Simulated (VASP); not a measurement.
# GaSb (Immm) in VASP: further runs

The runs below take GaSb through single point, with PBE.

Program: VASP 6.6.1. These are calculated values, not measurements. Logs are shortened: lines on timing, memory, paths and dates and some standing lists are left out, and cuts for length are marked.

### 1 The cell of the first run

It takes space group Immm (No. 71, orthorhombic). Conventional cell: a = 3.030 Å, b = 4.897 Å, c = 5.440 Å, α = 90.00°, β = 90.00°, γ = 90.00°. Within 3.6 Å of Ga (site symmetry mmm) lie 6 Sb at 2.72 to 2.88 Å and 2 Ga at 3.03 Å. Sb (site symmetry mmm) has 6 Ga at 2.72 to 2.88 Å and 2 Sb at 3.03 Å within 3.6 Å.

### 2 Single point, PBE (20.18 Å³/atom)

Input file INCAR:

```
SYSTEM = GaSb
PREC = Accurate
ENCUT = 520
EDIFF = 1E-7
ISMEAR = 0
SIGMA = 0.15
LREAL = .False.
LASPH = .True.
NELM = 80
ALGO = Normal
ISIF = 2
LWAVE = .False.
LCHARG = .False.
GGA = PE
NBANDS = 16
```

Input file KPOINTS:

```
regular mesh
0
Gamma
  18 18 18
  0 0 0
```

Input file POSCAR:

```
GaSb
1.0
   -1.5151475233      2.4482724754      2.7201823379
    1.5151475233     -2.4482724754      2.7201823379
    1.5151475233      2.4482724754     -2.7201823379
Ga Sb
1 1
Direct
    0.0000000000      0.0000000000      0.0000000000
    0.5000000000      0.5000000000      0.0000000000
```

Potentials or basis: VASP PAW PBE potentials, release 64 (Ga_d, Sb).

Launch:

```sh
$ cat potpaw_PBE.64/Ga_d/POTCAR potpaw_PBE.64/Sb/POTCAR > POTCAR
$ mpirun -np 1 vasp_std > vasp.out
```

OUTCAR:

```text
SYSTEM = GaSb
   PREC = Accurate
   ENCUT = 520
   EDIFF = 1E-7
   ISMEAR = 0
   LREAL = .False.
   LASPH = .True.
   NELM = 80
   ISIF = 2
   GGA = PE

 ion  position               nearest neighbor table
   1  0.000  0.000  0.000-   2 2.72   2 2.72   2 2.88   2 2.88   2 2.88   2 2.88
   2  0.500  0.500  0.000-   1 2.72   1 2.72   1 2.88   1 2.88   1 2.88   1 2.88

  LATTYP: Found a body centered orthorhombic cell.
 ALAT       =     3.0302950466
 B/A-ratio  =     1.6158640910
 C/A-ratio  =     1.7953250730

  Lattice vectors:

 A1 = (  -1.5151475233,   2.4482724754,   2.7201823379)
 A2 = (   1.5151475233,  -2.4482724754,   2.7201823379)
 A3 = (   1.5151475233,   2.4482724754,  -2.7201823379)

Analysis of symmetry for initial positions (statically):
=====================================================================
 Subroutine PRICEL returns:
 Original cell was already a primitive cell.

 Routine SETGRP: Setting up the symmetry group for a
 body centered orthorhombic supercell.

 Subroutine GETGRP returns: Found  8 space group operations
 (whereof  8 operations were pure point group operations)
 out of a pool of  8 trial point group operations.

The static configuration has the point symmetry D_2h.

Analysis of symmetry for dynamics (positions and initial velocities):
=====================================================================
 Subroutine PRICEL returns:
 Original cell was already a primitive cell.

 Routine SETGRP: Setting up the symmetry group for a
 body centered orthorhombic supercell.

 Subroutine GETGRP returns: Found  8 space group operations
 (whereof  8 operations were pure point group operations)
 out of a pool of  8 trial point group operations.

The dynamic configuration has the point symmetry D_2h.

 Subroutine INISYM returns: Found  8 space group operations
 (whereof  8 operations are pure point group operations),
 and found     1 'primitive' translations

----------------------------------------------------------------------------------------

                                     Primitive cell

  volume of cell :      40.3620

  direct lattice vectors                    reciprocal lattice vectors
    -1.515147523  2.448272475  2.720182338     0.000000000  0.204225635  0.183811207
     1.515147523 -2.448272475  2.720182338     0.330000869  0.000000000  0.183811207
     1.515147523  2.448272475 -2.720182338     0.330000869  0.204225635  0.000000000

  length of vectors
     3.960947119  3.960947119  3.960947119     0.274762934  0.377739505  0.388083346

  position of ions in fractional coordinates (direct lattice)
     0.000000000  0.000000000  0.000000000
     0.500000000  0.500000000  0.000000000

  ion indices of the primitive-cell ions
   primitive index   ion index
                 1           1
                 2           2

----------------------------------------------------------------------------------------

 KPOINTS: regular mesh

Automatic generation of k-mesh.
 Grid dimensions read from file:
 generate k-points for:   18   18   18

 Generating k-lattice:

  Cartesian coordinates                     Fractional coordinates (reciprocal lattice)
     0.000000000  0.011345869  0.010211734     0.055555556  0.000000000 -0.000000000
     0.018333382  0.000000000  0.010211734     0.000000000  0.055555556  0.000000000
     0.018333382  0.011345869  0.000000000    -0.000000000  0.000000000  0.055555556

  Length of vectors
     0.015264607  0.020985528  0.021560186

  Shift w.r.t. Gamma in fractional coordinates (k-lattice)
     0.000000000  0.000000000  0.000000000

 Subroutine IBZKPT returns following result:
 ===========================================

 Found    865 irreducible k-points:

 Following reciprocal coordinates:
            Coordinates               Weight
  0.000000  0.000000  0.000000      1.000000
  0.055556  0.000000 -0.000000      4.000000
  0.111111  0.000000 -0.000000      4.000000
  0.166667  0.000000 -0.000000      4.000000
  0.222222  0.000000 -0.000000      4.000000
  0.277778  0.000000 -0.000000      4.000000
[... 16 lines left out ...]
 -0.333333  0.055556  0.000000      8.000000
 -0.277778  0.055556  0.000000      8.000000
 [... further k-points ...]
   k-points           NKPTS =    865   k-points in BZ     NKDIM =    865   number of bands    NBANDS=     16
   number of dos      NEDOS =    301   number of ions     NIONS =      2
   total plane-waves  NPLWV =  27000
   dimension x,y,z NGX =    30 NGY =   30 NGZ =   30
   dimension x,y,z NGXF=    60 NGYF=   60 NGZF=   60
   ions per type =               1   1
   NGX,Y,Z   is equivalent  to a cutoff of  12.59, 12.59, 12.59 a.u.
   NGXF,Y,Z  is equivalent  to a cutoff of  25.18, 25.18, 25.18 a.u.
 SYSTEM =  GaSb
   PREC   = accura    normal or accurate (medium, high low for compatibility)
   ISTART =      0    job   : 0-new  1-cont  2-samecut
   ICHARG =      2    charge: 1-file 2-atom 10-const
   ISPIN  =      1    spin polarized calculation?
   LNONCOLLINEAR =      F non collinear calculations
   LSORBIT =      F    spin-orbit coupling
   LASPH  =      T    aspherical Exc in radial PAW
   ENCUT  =  520.0 eV  38.22 Ry    6.18 a.u.   7.36  7.36  7.36*2*pi/ulx,y,z
   NELM   =     80;   NELMIN=  2; NELMDL= -5     # of ELM steps
   EDIFF  = 0.1E-06   stopping-criterion for ELM
   LREAL  =      F    real-space projection
   EDIFFG = 0.1E-05   stopping-criterion for IOM
   NSW    =      0    number of steps for IOM
   IBRION =     -1    ionic relax: 0-MD 1-quasi-New 2-CG
   NFREE  =      0    steps in history (QN), initial steepest desc. (CG)
   ISIF   =      2    stress and relaxation
   ISYM   =      2    0-nonsym 1-usesym 2-fastsym
   POTIM  = 0.5000    time-step for ionic-motion
   TEBEG  =    0.0;   TEEND  =   0.0 temperature during run
   PSTRESS=    0.0 pullay stress
   NELECT =      18.0000    total number of electrons
   NUPDOWN=      -1.0000    fix difference up-down
   EMIN   =  10.00;   EMAX   =-10.00  energy-range for DOS
   EFERMI =   0.00;   METHOD = LEGACY
   ISMEAR =     0;   SIGMA  =   0.15  broadening in eV -4-tet -1-fermi 0-gaus
   EFERMI_NEDOS =   21; number of points for ismear=-14 and -15
   IALGO  =     38    algorithm
   IMIX   =      4    mixing-type and parameters
     AMIX     =   0.40;   BMIX     =  1.00
     AMIX_MAG =   1.60;   BMIX_MAG =  1.00
  volume/ion in A,a.u.               =      20.18       136.19
  Fermi-wavevector in a.u.,A,eV,Ry     =   1.250762  2.363598 21.285039  1.564406
  Thomas-Fermi vector in A             =   2.384741
   LORBIT       =      0    0 simple, 1 ext, 2 COOP (PROOUT), +10 PAW based schemes
   GGA     = PE    functional components
   LHFCALC =     F    Hartree Fock is set to
   AEXX    =    0.0000 exact exchange contribution
   IVDW    =     0    specifies the selected vdW correction
   LEPSILON=     F    determine dielectric tensor
   LRPA    =     F    only Hartree local field effects (RPA)
 non-spin polarized calculation
 Gauss-broadening in eV      SIGMA  =   0.15
  energy-cutoff  :      520.00
  volume of cell :       40.36
 maximum number of plane-waves:      1105
 NGX is ok and might be reduce to    30
   NGX = 15   NGY = 15   NGZ = 15

 number of electron      18.0000002 magnetization

 Free energy of the ion-electron system (eV)
  ---------------------------------------------------
  ext. energy  EPLUGINS =         0.00000000
  ---------------------------------------------------
  free energy    TOTEN  =        -6.70502858 eV

  energy without entropy =       -6.69678770  energy(sigma->0) =       -6.70090814

 E-fermi :   8.7798     XC(G=0): -11.0811

 val. band max:        8.7773780741   @ k =  -0.2778   0.5000   0.0556
 cond. band min:       8.7830017078   @ k =  -0.1667   0.5000   0.0556
 fundamental gap:      0.0056236337
 Fermi energy:         8.7797610018

 k-point     1 :       0.0000    0.0000    0.0000
  band No.  band energies     occupation
      1      -6.4451      2.00000
      2      -6.3448      2.00000
      3      -6.3414      2.00000
      4      -6.3082      2.00000
      5      -6.2640      2.00000
      6      -4.6386      2.00000
[... 8 lines left out ...]
     15      18.4717      0.00000
     16      19.5504      0.00000

 k-point     2 :       0.0556    0.0000   -0.0000
  band No.  band energies     occupation
      1      -6.4446      2.00000
      2      -6.3442      2.00000
      3      -6.3426      2.00000
      4      -6.3082      2.00000
      5      -6.2638      2.00000
      6      -4.6058      2.00000
[... 8 lines left out ...]
     15      18.7843      0.00000
     16      19.3072      0.00000

 k-point     3 :       0.1111    0.0000   -0.0000
  band No.  band energies     occupation
      1      -6.4431      2.00000
      2      -6.3463      2.00000
      3      -6.3423      2.00000
      4      -6.3083      2.00000
      5      -6.2634      2.00000
      6      -4.5073      2.00000
[... 8 lines left out ...]
     15      18.7417      0.00000
     16      19.7295      0.00000

 k-point     4 :       0.1667    0.0000   -0.0000
  band No.  band energies     occupation
      1      -6.4411      2.00000
      2      -6.3516      2.00000
      3      -6.3396      2.00000
      4      -6.3085      2.00000
      5      -6.2628      2.00000
      6      -4.3440      2.00000
[... 8 lines left out ...]
     15      18.4458      0.00000
     16      19.7094      0.00000
[... 324 lines left out ...]
 k-point    22 :      -0.3889    0.0556    0.0000
  band No.  band energies     occupation
      1      -6.4310      2.00000
      2      -6.3732      2.00000
      3      -6.3280      2.00000
      4      -6.3140      2.00000
      5      -6.2621      2.00000
      6      -3.2419      2.00000
[... 8 lines left out ...]
     15      18.6336      0.00000
     16      19.3223      0.00000

 k-point    23 :      -0.3333    0.0556    0.0000
  band No.  band energies     occupation
      1      -6.4318      2.00000
      2      -6.3675      2.00000
      3      -6.3309      2.00000
      4      -6.3135      2.00000
      5      -6.2630      2.00000
      6      -3.5912      2.00000
[... 8 lines left out ...]
     15      18.5750      0.00000
     16      19.3108      0.00000

 k-point    24 :      -0.2778    0.0556    0.0000
  band No.  band energies     occupation
      1      -6.4331      2.00000
      2      -6.3609      2.00000
      3      -6.3341      2.00000
      4      -6.3130      2.00000
      5      -6.2639      2.00000
      6      -3.9043      2.00000
[... 8 lines left out ...]
     15      18.7114      0.00000
     16      19.4040      0.00000

 [... further k-points ...]
[... 5 lines left out ...]
  --------------------------------------------------------------------------------------
  -------------------------------------------------------------------------------------
  Total        3.5285985      3.5112479      3.4840284      0.0000000      0.0000000      0.0000000
  in kB      140.0683935    139.3796576    138.2991768      0.0000000      0.0000000      0.0000000
  external PRESSURE =     139.2490760 kB  Pullay stress =       0.0000000 kB

 VOLUME and BASIS-vectors are now :
 -----------------------------------------------------------------------------
  energy-cutoff  :      520.00
  volume of cell :       40.36
      direct lattice vectors                 reciprocal lattice vectors
    -1.515147523  2.448272475  2.720182338     0.000000000  0.204225635  0.183811207
     1.515147523 -2.448272475  2.720182338     0.330000869  0.000000000  0.183811207
     1.515147523  2.448272475 -2.720182338     0.330000869  0.204225635  0.000000000

 POSITION                                       TOTAL-FORCE (eV/Angst)
 -----------------------------------------------------------------------------------
      0.00000      0.00000      0.00000         0.000000      0.000000      0.000000
      0.00000      0.00000      2.72018        -0.000000     -0.000000     -0.000000
 -----------------------------------------------------------------------------------
    total drift:                                0.000000      0.000000      0.000000

  FREE ENERGIE OF THE ION-ELECTRON SYSTEM (eV)
  ---------------------------------------------------
  free  energy   TOTEN  =        -6.7050285777 eV

  energy  without entropy=       -6.6967876959  energy(sigma->0) =       -6.70090814
```

Wall time 4.5 min (1 thread of AMD EPYC 9R45 (Zen 5), shared host); peak memory 0.62 GiB.

Results:

```yaml
Free_energy: -6.7050 eV
Pressure: 13.9 GPa
Band_gap_on_the_k_mesh: zero (bands 9 and 10 overlap by 6.75 eV)
```

Stress tensor (GPa, compression positive):
```
14.01  0.00  0.00
 0.00 13.94  0.00
 0.00  0.00 13.83
```

Caveat: the cell stands under pressure; spin-orbit coupling is left out, which moves the levels of the heavy elements.

### 3 Single point, PBE (20.18 Å³/atom)

Input file INCAR:

```
PREC = Accurate
ENCUT = 520
EDIFF = 1E-6
ISMEAR = 0
SIGMA = 0.15
LREAL = F
LASPH = T
NELM = 60
ALGO = Normal
ISIF = 2
LWAVE = F
LCHARG = F
GGA = PE
NBANDS = 16
```

Input file KPOINTS:

```
Automatic mesh
0
Gamma
  18 18 18
```

Input file POSCAR:

```
GaSb
1.0
   -1.5701065132      2.4050419314      2.6721505264
    1.5701065132     -2.4050419314      2.6721505264
    1.5701065132      2.4050419314     -2.6721505264
Ga Sb
1 1
Direct
    0.0000000000      0.0000000000      0.0000000000
    0.5000000000      0.5000000000      0.0000000000
```

Potentials or basis: VASP PAW PBE potentials, release 64 (Ga_d, Sb).

Launch:

```sh
$ cat potpaw_PBE.64/Ga_d/POTCAR potpaw_PBE.64/Sb/POTCAR > POTCAR
$ mpirun -np 1 vasp_std > vasp.out
```

Wall time 3.6 min (1 thread of AMD EPYC 9R45 (Zen 5), shared host); peak memory 0.62 GiB.

It converged, with:

* Free energy: -6.6811 eV
* Pressure: 14.3 GPa
* Band gap on the k mesh: zero (bands 9 and 10 overlap by 6.98 eV)

Stress tensor (GPa, compression positive):
```
10.94  0.00  0.00
 0.00 13.53  0.00
 0.00  0.00 18.39
```

Levels at points of the mesh, in eV from the Fermi level:
```tsv
k point	band 6	band 7	band 8	band 9	band 10	band 11	band 12	band 13
(0.00, 0.00, 0.00)	-13.40	-2.20	-1.71	-1.52	3.45	4.75	7.56	7.58
(0.50, 0.00, 0.00)	-11.32	-9.17	0.28	1.79	3.64	3.89	3.92	5.85
(0.00, 0.50, 0.00)	-9.07	-7.39	-1.73	-0.70	-0.33	0.55	3.51	3.91
(0.50, 0.50, 0.00)	-8.90	-6.26	-3.00	-2.72	-2.61	2.75	4.94	8.48
(0.50, 0.50, 0.50)	-9.54	-6.31	-5.99	-5.66	1.55	5.61	11.16	12.24
```

Caveat: the stress differs along the axes, from 11 to 18 GPa; spin-orbit coupling is left out, which moves the levels of the heavy elements.
